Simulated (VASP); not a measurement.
Write the native input for VASP 6.6.1 that does the following.

```
Task                   : relaxation of cell and atoms
Functional             : PBE
Potentials or basis    : VASP PAW PBE potentials, release 64 (Be, Se, O)
Cutoff                 : 600 eV
k mesh                 : 3 × 3 × 3
Occupations            : gaussian, width 0.15 eV
Spin                   : no spin polarisation
Dipole correction      : no
Further INCAR settings : ALGO = Normal; EDIFF = 1e-07; IBRION = 2; EDIFFG = -0.08; NSW = 36; ISIF = 3
```

The structure of Be3Se2O lies in POSCAR:

```
Be3Se2O
1.0
    4.8611047400      0.0000000000      0.0000000000
   -2.4305523700      4.2098402000      0.0000000000
    0.0000000000      0.0000000000      4.4845598000
Be Se O
3 2 1
Direct
    0.6593225000      0.0000000000      0.1588915500
    0.0000000000      0.6593225000      0.1588915500
    0.3406775000      0.3406775000      0.1588915500
    0.3333333300      0.6666666700      0.2785783000
    0.6666666700      0.3333333300      0.2785783000
    0.0000000000      0.0000000000      0.1096661500
```

These files were run (other wordings do the same):

INCAR

```
SYSTEM = Be3Se2O
ALGO = Normal ; EDIFF = 1E-7
EDIFFG = -0.08 ; ENCUT = 600
GGA = PE ; IBRION = 2
ISIF = 3 ; ISMEAR = 0
LASPH = .True. ; LCHARG = .False.
LREAL = .False. ; LWAVE = .False.
NELM = 80 ; NSW = 36
PREC = Accurate ; SIGMA = 0.15
```

KPOINTS

```
k-points
0
Gamma
  3 3 3
  0 0 0
```

Potentials or basis: VASP PAW PBE potentials, release 64 (Be, Se, O).

Command:

```console
$ cat potpaw_PBE.64/Be/POTCAR potpaw_PBE.64/Se/POTCAR potpaw_PBE.64/O/POTCAR > POTCAR
$ mpirun -np 1 vasp_std > vasp.out
```

It gave:

| Quantity | Value |
| --- | --- |
| Relaxed volume | 22.67 Å³/atom |
| Relaxed cell | a = 5.770 Å, b = 5.770 Å, c = 4.718 Å, α = 90.00°, β = 90.00°, γ = 120.00° |
| Space group after relaxing (to 0.05 Å) | P31m (No. 157) |
| Energy gained by relaxing | 1994.5 meV/atom |
| Ionic steps | 26 |
| Pressure after relaxing | 0.0 GPa |
| Largest force after relaxing | 0.047 eV/Å |
| Band gap on the k mesh | 2.64 eV, direct |

Caveat: the k points lie up to 0.44 Å⁻¹ apart in the final cell; the volume moved by over 15 % at a fixed basis, so the end points are rough; this functional lacks dispersion, which binds the layers, so the pressure and a relaxed spacing across them are unreliable; the relaxation stopped at a loose force limit of 0.08 eV/Å, so its end isn't a converged minimum.

It took 6.7 min on 1 thread of Intel(R) Xeon(R) Platinum 8259CL CPU @ 2.50GHz (Skylake/Cascade Lake), with other jobs on the host, peak memory 0.24 GiB.
